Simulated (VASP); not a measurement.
Here is a VASP 6.6.1 calculation.

Contents of INCAR:

```
SYSTEM = B15As16
  ALGO = Normal
  EDIFF = 1E-6
  ENCUT = 420
  GGA = PE
  GGA_COMPAT = .False.
  ISIF = 2
  ISMEAR = -1
  LASPH = .True.
  LCHARG = .False.
  LREAL = Auto
  LWAVE = .False.
  NBANDS = 84
  NELECT = 128.0
  NELM = 120
  PREC = Accurate
  SIGMA = 0.01
```

KPOINTS

```
k-points
0
Gamma
  1 1 1
  0 0 0
```

The input POSCAR:

```
B15As16
1.0
   -4.8093417967      4.8093417967     -4.8093417967
    4.8093417967      4.8093417967      4.8093417967
    4.8093417967     -4.8093417967     -4.8093417967
B As
15 16
Direct
   -0.0011267136      0.0008352282      0.7501266281
   -0.0017384331      0.2469379435      0.4961891811
   -0.0010729666      0.5009322720      0.2501347910
   -0.0003445641      0.7476775585     -0.0030577047
    0.2449790239      0.0002107634      0.4962292843
    0.2449566759      0.2469556210      0.2493299770
    0.2521928576      0.5009408938      0.0041029494
    0.2522252322      0.7548368790      0.7501472802
    0.4989566243      0.0009512749      0.2501661809
    0.4989204576      0.2540703673      0.0040906366
    0.4989131823      0.7548804987      0.5032981341
    0.7457552942      0.0016815704     -0.0030293729
    0.7529134744      0.2541418864      0.7501493665
    0.7529294911      0.5009000684      0.5033692149
    0.7457342937      0.7477100370      0.2508830321
   -0.0021547197     -0.0002002174     -0.0012324545
    0.0000650077      0.2506106291      0.7501423217
    0.0000736989      0.5008983015      0.4998679982
   -0.0021374471      0.7495509951      0.2490674450
    0.2486174564      0.0019767296      0.7501423485
    0.2567394736      0.2587007393      0.5079070003
    0.2486263633      0.5009161922      0.2512344275
    0.2503366491      0.7512286639      0.0004447726
    0.4989339593      0.0020512565      0.4998656658
    0.4989509113      0.2506452023      0.2512758227
    0.4989621901      0.5008938365     -0.0075908715
    0.4989686111      0.7431493223      0.7501713672
    0.7475461744     -0.0001944816      0.2490353210
    0.7492403255      0.2523068562      0.0004233414
    0.7410821071      0.5009469122      0.7501540018
    0.7492044710      0.7511484167      0.5015021263
```

Potentials or basis: VASP PAW PBE potentials, release 64 (B, As).

The run is started by

```bash
$ cat potpaw_PBE.64/B/POTCAR potpaw_PBE.64/As/POTCAR > POTCAR
$ mpirun -np 1 vasp_gam > vasp.out
```

Q: What does it give for the largest force?

A: 0.225 eV/Å.

Forces on the atoms (eV/Å):
```
B   -0.002  0.004 -0.002
B    0.214 -0.045  0.043
B   -0.002 -0.002 -0.004
B    0.213  0.043 -0.042
B   -0.045 -0.040 -0.217
B   -0.038  0.213  0.034
B    0.041 -0.045  0.212
B    0.046 -0.216  0.046
B   -0.002 -0.002 -0.001
B   -0.215 -0.040 -0.042
B   -0.215  0.035  0.033
B    0.038  0.040 -0.215
B   -0.041 -0.213 -0.039
B   -0.038  0.038  0.214
B    0.038  0.213 -0.043
As  -0.118  0.017  0.125
As  -0.103 -0.011 -0.111
As  -0.114  0.127  0.028
As  -0.116 -0.122 -0.015
As   0.112 -0.021  0.111
As   0.096  0.097 -0.090
As   0.117 -0.114  0.024
As   0.026  0.123 -0.116
As  -0.025  0.118  0.111
As  -0.020 -0.117 -0.115
As  -0.094  0.095  0.099
As  -0.099 -0.093 -0.096
As   0.022 -0.118  0.118
As   0.115  0.118 -0.024
As   0.087 -0.106  0.091
As   0.123  0.024 -0.115
```

Caveat: the k points lie up to 0.92 Å⁻¹ apart; the cell carries a net charge on a neutralising background, which shifts energy and pressure.
